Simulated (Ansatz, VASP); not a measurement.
**NiSb: VASP beside Ansatz**

File INCAR:

```
SYSTEM = NiSb
PREC     = Accurate       ! precision mode
ENCUT    = 520            ! plane-wave cutoff, eV
EDIFF    = 1E-6           ! SCF threshold, eV
ISMEAR   = 0              ! smearing method
SIGMA    = 0.05           ! smearing width, eV
LREAL    = .FALSE.        ! projectors in reciprocal space
LASPH    = .TRUE.         ! aspherical terms in the spheres
NELM     = 150            ! most SCF steps
ALGO     = Normal         ! electronic algorithm
ISIF     = 2              ! what is computed and relaxed
LWAVE    = .FALSE.        ! write WAVECAR
LCHARG   = .TRUE.         ! write CHGCAR
ISPIN    = 2              ! spin polarisation
MAGMOM   = 0.8 -0.8 0 0   ! initial moments
LORBIT   = 11             ! projections on sites
LMAXMIX  = 4              ! l up to which the mixer works
GGA      = PE             ! functional
LELF     = .TRUE.         ! ELF
LVHAR    = .TRUE.       
NBANDS   = 27             ! bands
```

Contents of KPOINTS:

```
Automatic mesh
0
G
  12 12 6
  0 0 0
```

POSCAR

```
NiSb
1.0
    0.0000000000      2.6337378275      2.6337378275
    2.6337378275      0.0000000000      2.6337378275
    5.2674756550      5.2674756550      0.0000000000
Ni Sb
2 2
Direct
    0.5000000000      0.5000000000      0.2500000000
    0.5000000000      0.5000000000      0.7500000000
    0.0000000000      0.0000000000      0.0000000000
    0.0000000000      0.0000000000      0.5000000000
```

Input for Ansatz:

```yaml
crystal:
  lattice:
    - [0.0, 2.6337378275, 2.6337378275]
    - [2.6337378275, 0.0, 2.6337378275]
    - [5.267475655, 5.267475655, 0.0]
  atoms:
    - { symbol: Ni, position: [0.5, 0.5, 0.25], spin: 0.8 }
    - { symbol: Sb, position: [0.0, 0.0, 0.0] }
    - { symbol: Ni, position: [0.5, 0.5, 0.75], spin: -0.8 }
    - { symbol: Sb, position: [0.0, 0.0, 0.5] }
basis:
  ecutwfc: 420
  ecutrho_ratio: 4
kpoints:
  mp_grid: { grid: [12, 12, 6] }
hamiltonian:
  xc: pbe
scf:
  occupations: { method: gaussian, width: 0.05 }
output:
  forces: true
  stress: true
  eigenvalues: true
  populations: true
  write_density: true
  write_potential: true
  elf: true
  volumetric_format: npy
magnetization:
  spin_polarized: true
```

Alike in both runs: task single point; functional PBE; k mesh 12 × 12 × 6; occupations gaussian, width 0.05 eV; collinear spin.

```csv
,VASP,Ansatz
version,VASP 6.6.1,Ansatz 0.2.0
potentials or method,"VASP PAW PBE potentials, release 64 (Ni, Sb), cutoff 520 eV","scalar-relativistic, plane waves, PAW"
valence electrons in the cell,30,66
```

|  | VASP | Ansatz | Ansatz less VASP |
| --- | --- | --- | --- |
| gap on the k mesh at the Fermi level (eV) | none | none | - |
| pressure (GPa) | -0.1 | 0.0 | +0.07 |
| net moment per atom (μB) | 0.00 | 0.00 | 0.000 |

A gap of «none» marks a metal or a gap that the smearing closes. VASP's potentials hold 30 valence electrons a cell and Ansatz's 66, so a difference there can come from the potentials and not from the codes. Ansatz's warnings: seeded moment not kept.

Spin-orbit coupling is off throughout.
